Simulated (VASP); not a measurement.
Runs of VASP 6.6.1 on Ti. The structure is that of space group P6_3/mmc (No. 194), or close to it. The cells are those of the table. 

```tsv
cell	gap on the mesh (eV)	pressure (GPa)
a = 2.765, b = 2.765, c = 4.402 Å, angles 90.0, 90.0, 120.0°, 2 atoms	none	(a)
a = 2.864, b = 2.864, c = 4.536 Å, angles 90.0, 90.0, 120.0°, 2 atoms	none	-0.2
a = 2.856, b = 2.856, c = 4.525 Å, angles 90.0, 90.0, 120.0°, 2 atoms	none	0.9
a = 2.814, b = 2.814, c = 4.468 Å, angles 90.0, 90.0, 120.0°, 2 atoms	none	6.8
a = 2.795, b = 2.795, c = 4.442 Å, angles 90.0, 90.0, 120.0°, 2 atoms	none	9.8
a = 2.834, b = 2.834, c = 4.495 Å, angles 90.0, 90.0, 120.0°, 2 atoms	none	(b)
a = 2.849, b = 2.849, c = 4.515 Å, angles 90.0, 90.0, 120.0°, 2 atoms	none	1.8
```

Alike in all rows: task single point; level LDA; potentials or basis VASP PAW LDA potentials, release 64 (Ti_sv); no spin polarisation; k mesh 18 × 18 × 10; cutoff (eV) 520; smearing fermi-dirac 0.08 eV.

Question: Fill in the values left out.

Answer: (a) 14.7; (b) 3.8.

A gap of «none» marks levels without a gap at the run's occupations.
